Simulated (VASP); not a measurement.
# PbF2 (Fm-3m) in VASP: a series of runs

The runs below take PbF2 through dielectric tensor, with PBE, r2SCAN.

All numbers are computed with VASP 6.6.1; they aren't measurements. Logs are shortened: lines on timing, memory, paths and dates and some standing lists are left out, and cuts for length are marked.

### Step 1. The cell of the first run

It takes space group Fm-3m (No. 225, cubic). Conventional cell: a = 5.892 Å, b = 5.892 Å, c = 5.892 Å, α = 90.00°, β = 90.00°, γ = 90.00°. Within 3.4 Å of Pb (site symmetry m-3m) lie 8 F at 2.55 Å. F (site symmetry -43m) has 4 Pb at 2.55 Å and 6 F at 2.95 Å within 3.4 Å.

### Step 2. Dielectric tensor, PBE

INCAR

```
SYSTEM = PbF2
PREC = Accurate ; ENCUT = 520
EDIFF = 1E-8 ; ISMEAR = 0
SIGMA = 0.01 ; LREAL = .False.
LASPH = .True. ; NELM = 120
ALGO = Normal ; ISIF = 2
LWAVE = .False. ; LCHARG = .False.
GGA = PE ; LEPSILON = .True.
GGA_COMPAT = .False.
```

KPOINTS

```
regular mesh
0
Gamma
  6 6 6
  0 0 0
```

POSCAR

```
PbF2
1.0
    0.0000000000      2.9458076056      2.9458076056
    2.9458076056      0.0000000000      2.9458076056
    2.9458076056      2.9458076056      0.0000000000
Pb F
1 2
Direct
    0.0000000000      0.0000000000      0.0000000000
    0.2500000000      0.2500000000      0.2500000000
    0.7500000000      0.7500000000      0.7500000000
```

Potentials or basis: VASP PAW PBE potentials, release 64 (Pb_d, F).

Run with:

```sh
cat potpaw_PBE.64/Pb_d/POTCAR potpaw_PBE.64/F/POTCAR > POTCAR
mpirun -np 1 vasp_std > vasp.out
```

OUTCAR:

```text
SYSTEM = PbF2
   PREC = Accurate
   ENCUT = 520
   EDIFF = 1E-8
   ISMEAR = 0
   LREAL = .False.
   LASPH = .True.
   NELM = 120
   ISIF = 2
   GGA = PE
   LEPSILON = .True.

 ion  position               nearest neighbor table
   1  0.000  0.000  0.000-   3 2.55   3 2.55   3 2.55   2 2.55   2 2.55   2 2.55   3 2.55   2 2.55

   2  0.250  0.250  0.250-   1 2.55   1 2.55   1 2.55   1 2.55
   3  0.750  0.750  0.750-   1 2.55   1 2.55   1 2.55   1 2.55

  LATTYP: Found a face centered cubic cell.
 ALAT       =     5.8916152112

  Lattice vectors:

 A1 = (   0.0000000000,   2.9458076056,   2.9458076056)
 A2 = (   2.9458076056,   0.0000000000,   2.9458076056)
 A3 = (   2.9458076056,   2.9458076056,   0.0000000000)

Analysis of symmetry for initial positions (statically):
=====================================================================
 Subroutine PRICEL returns:
 Original cell was already a primitive cell.

 Routine SETGRP: Setting up the symmetry group for a
 face centered cubic supercell.

 Subroutine GETGRP returns: Found 48 space group operations
 (whereof 48 operations were pure point group operations)
 out of a pool of 48 trial point group operations.

The static configuration has the point symmetry O_h .

Analysis of symmetry for dynamics (positions and initial velocities):
=====================================================================
 Subroutine PRICEL returns:
 Original cell was already a primitive cell.

 Routine SETGRP: Setting up the symmetry group for a
 face centered cubic supercell.

 Subroutine GETGRP returns: Found 48 space group operations
 (whereof 48 operations were pure point group operations)
 out of a pool of 48 trial point group operations.

The dynamic configuration has the point symmetry O_h .

 Subroutine INISYM returns: Found 48 space group operations
 (whereof 48 operations are pure point group operations),
 and found     1 'primitive' translations

----------------------------------------------------------------------------------------

                                     Primitive cell

  volume of cell :      51.1262

  direct lattice vectors                    reciprocal lattice vectors
     0.000000000  2.945807606  2.945807606    -0.169732741  0.169732741  0.169732741
     2.945807606  0.000000000  2.945807606     0.169732741 -0.169732741  0.169732741
     2.945807606  2.945807606  0.000000000     0.169732741  0.169732741 -0.169732741

  length of vectors
     4.166001068  4.166001068  4.166001068     0.293985731  0.293985731  0.293985731

  position of ions in fractional coordinates (direct lattice)
     0.000000000  0.000000000  0.000000000
     0.250000000  0.250000000  0.250000000
     0.750000000  0.750000000  0.750000000

  ion indices of the primitive-cell ions
   primitive index   ion index
                 1           1
                 2           2
                 3           3

----------------------------------------------------------------------------------------

 KPOINTS: regular mesh

Automatic generation of k-mesh.
 Grid dimensions read from file:
 generate k-points for:    6    6    6

 Generating k-lattice:

  Cartesian coordinates                     Fractional coordinates (reciprocal lattice)
[... 67 lines left out ...]
   EFERMI_NEDOS =   21; number of points for ismear=-14 and -15
   IALGO  =     38    algorithm
   IMIX   =      4    mixing-type and parameters
     AMIX     =   0.40;   BMIX     =  1.00
     AMIX_MAG =   1.60;   BMIX_MAG =  1.00
  volume/ion in A,a.u.               =      17.04       115.01
  Fermi-wavevector in a.u.,A,eV,Ry     =   1.339409  2.531116 24.409067  1.794016
  Thomas-Fermi vector in A             =   2.467803
   LORBIT       =      0    0 simple, 1 ext, 2 COOP (PROOUT), +10 PAW based schemes
   GGA     = PE    functional components
   LHFCALC =     F    Hartree Fock is set to
   AEXX    =    0.0000 exact exchange contribution
   IVDW    =     0    specifies the selected vdW correction
   LEPSILON=     T    determine dielectric tensor
   LRPA    =     F    only Hartree local field effects (RPA)
 non-spin polarized calculation
 Gauss-broadening in eV      SIGMA  =   0.01
  energy-cutoff  :      520.00
  volume of cell :       51.13
 maximum number of plane-waves:      1411
   NGX = 15   NGY = 15   NGZ = 15

--------------------------------------- Ionic step        1  -------------------------------------------

 number of electron      27.9999995 magnetization

 E-fermi :   2.2089     XC(G=0):  -9.4971

 val. band max:        2.0915754208   @ k =  -0.3333   0.3333   0.1667
 cond. band min:       6.5290096287   @ k =   0.5000   0.5000   0.0000
 fundamental gap:      4.4374342080
 Fermi energy:         2.2089351235

 k-point     1 :       0.0000    0.0000    0.0000
  band No.  band energies     occupation
      1     -19.1333      2.00000
      2     -18.4798      2.00000
      3     -12.3450      2.00000
      4     -12.3450      2.00000
      5     -12.3450      2.00000
      6     -12.2802      2.00000
[... 313 lines left out ...]
      5     -12.2495      2.00000
      6     -12.2133      2.00000
[... 10 lines left out ...]
     17       9.7138      0.00000
     18      11.9596      0.00000

  FORCE on cell =-STRESS in cart. coord.  units (eV):
  Direction    XX          YY          ZZ          XY          YZ          ZX
  --------------------------------------------------------------------------------------
  -------------------------------------------------------------------------------------
  Total        1.2686892      1.2686892      1.2686892     -0.0000000      0.0000000      0.0000000
  in kB       39.7578308     39.7578308     39.7578308     -0.0000000      0.0000000      0.0000000
  external PRESSURE =      39.7578308 kB  Pullay stress =       0.0000000 kB

 VOLUME and BASIS-vectors are now :
 -----------------------------------------------------------------------------
  energy-cutoff  :      520.00
  volume of cell :       51.13
      direct lattice vectors                 reciprocal lattice vectors
     0.000000000  2.945807606  2.945807606    -0.169732741  0.169732741  0.169732741
     2.945807606  0.000000000  2.945807606     0.169732741 -0.169732741  0.169732741
     2.945807606  2.945807606  0.000000000     0.169732741  0.169732741 -0.169732741

 POSITION                                       TOTAL-FORCE (eV/Angst)
 -----------------------------------------------------------------------------------
      0.00000      0.00000      0.00000         0.000000     -0.000000      0.000000
      1.47290      1.47290      1.47290         0.000000      0.000000      0.000000
      4.41871      4.41871      4.41871        -0.000000      0.000000     -0.000000
 -----------------------------------------------------------------------------------
    total drift:                                0.000000     -0.000000      0.000000

  FREE ENERGIE OF THE ION-ELECTRON SYSTEM (eV)
  ---------------------------------------------------
  free  energy   TOTEN  =       -14.3134776319 eV

  energy  without entropy=      -14.3134776319  energy(sigma->0) =      -14.31347763

 HEAD OF MICROSCOPIC STATIC DIELECTRIC TENSOR (INDEPENDENT PARTICLE, excluding Hartree and local field effects)
 ------------------------------------------------------
           3.680866     0.000000     0.000000
           0.000000     3.680866     0.000000
           0.000000     0.000000     3.680866
 ------------------------------------------------------

 Free energy of the ion-electron system (eV)
  ---------------------------------------------------
  ---------------------------------------------------
  free energy    TOTEN  =        -0.36070717 eV

  energy without entropy =       -0.36070717

------------------------ aborting loop because EDIFF is reached ----------------------------------------

--------------------------------------- Ionic step        2  -------------------------------------------

------------------------ aborting loop because EDIFF is reached ----------------------------------------

--------------------------------------- Ionic step        3  -------------------------------------------

 Free energy of the ion-electron system (eV)
  ---------------------------------------------------
  ---------------------------------------------------
  free energy    TOTEN  =        -0.36070716 eV

  energy without entropy =       -0.36070716

------------------------ aborting loop because EDIFF is reached ----------------------------------------

 PIEZOELECTRIC TENSOR FIELD DIRECTION 3  (e Angst)
 -----------------------------------------------------------------------------
     0.00055  0.00000 -0.00000           ( -0.00002  0.00000  0.00000)
     0.00000  0.00055 -0.00000           (  0.00000 -0.00002 -0.00000)
     0.00000 -0.00000 -0.00141           (  0.00000 -0.00000 -0.00002)

 PIEZOELECTRIC TENSOR FIELD DIRECTION 3  (C/m^2)
 -----------------------------------------------------------------------------
     0.00017  0.00000 -0.00000
     0.00000  0.00017 -0.00000
     0.00000 -0.00000 -0.00044

 MACROSCOPIC STATIC DIELECTRIC TENSOR (including local field effects in DFT)
 ------------------------------------------------------
           3.340349    -0.000000     0.000000
           0.000000     3.340349    -0.000000
           0.000000    -0.000000     3.340349
 ------------------------------------------------------

 PIEZOELECTRIC TENSOR (including local field effects)  for field in x, y, z        (e  Angst)
          XX          YY          ZZ          XY          YZ          ZX
  --------------------------------------------------------------------------------
  x     0.00000     0.00000     0.00000     0.00000     0.00000     0.00000
  y     0.00000     0.00000     0.00000     0.00000     0.00000     0.00000
  z     0.00000     0.00000     0.00000     0.00000     0.00000     0.00000

 PIEZOELECTRIC TENSOR (including local field effects)  for field in x, y, z        (C/m^2)
          XX          YY          ZZ          XY          YZ          ZX
  --------------------------------------------------------------------------------
  x     0.00000     0.00000     0.00000     0.00000     0.00000     0.00000
  y     0.00000     0.00000     0.00000     0.00000     0.00000     0.00000
  z     0.00000     0.00000     0.00000     0.00000     0.00000     0.00000

 BORN EFFECTIVE CHARGES (including local field effects) (in |e|, cummulative output)
 ---------------------------------------------------------------------------------
 ion    1
    1     3.20755     0.00000     0.00000
    2     0.00000     3.20755     0.00000
    3     0.00000     0.00000     3.20755
 ion    2
    1    -1.60377     0.00000     0.00000
    2     0.00000    -1.60377     0.00000
    3     0.00000     0.00000    -1.60377
 ion    3
    1    -1.60377     0.00000     0.00000
    2     0.00000    -1.60377     0.00000
    3     0.00000     0.00000    -1.60377
```

Wall time 81 s (1 thread of Intel Xeon 6975P-C (Granite Rapids), shared host); peak memory 0.24 GiB.

What came out:

| Item | Value |
| --- | --- |
| Band gap on the k mesh | 4.44 eV (least direct gap 4.56 eV) |
| Electronic dielectric tensor (diagonal) | 3.34 |
| Born charges (mean of the diagonal) | Pb +3.21; F -1.60 e |

Levels at points of the mesh, in eV from the valence-band top:
| k point | band 11 | band 12 | band 13 | band 14 | band 15 | band 16 | band 17 | band 18 |
| --- | --- | --- | --- | --- | --- | --- | --- | --- |
| (0.00, 0.00, 0.00) | -2.57 | -2.07 | -2.07 | -2.07 | 6.82 | 6.82 | 6.82 | 10.71 |
| (0.50, 0.00, 0.00) | -2.79 | -2.24 | -2.24 | -0.02 | 5.05 | 7.75 | 7.75 | 13.27 |
| (0.50, 0.50, 0.00) | -1.64 | -1.63 | -1.63 | -0.12 | 4.44 | 7.99 | 7.99 | 8.94 |

Electronic dielectric tensor:
```
3.34 0.00 0.00
0.00 3.34 0.00
0.00 0.00 3.34
```

Born effective charge tensors (e):
atom 1, Pb
```
3.21 0.00 0.00
0.00 3.21 0.00
0.00 0.00 3.21
```
atom 2, F
```
-1.60  0.00  0.00
 0.00 -1.60  0.00
 0.00  0.00 -1.60
```
atom 3, F
```
-1.60  0.00  0.00
 0.00 -1.60  0.00
 0.00  0.00 -1.60
```

Caveat: spin-orbit coupling is left out, which moves the levels of the heavy elements. A k mesh can miss the band edges.

(Part 1 of 2 ends here.)

The gap in the log of VASP goes by the Fermi energy; the results here count the filled bands.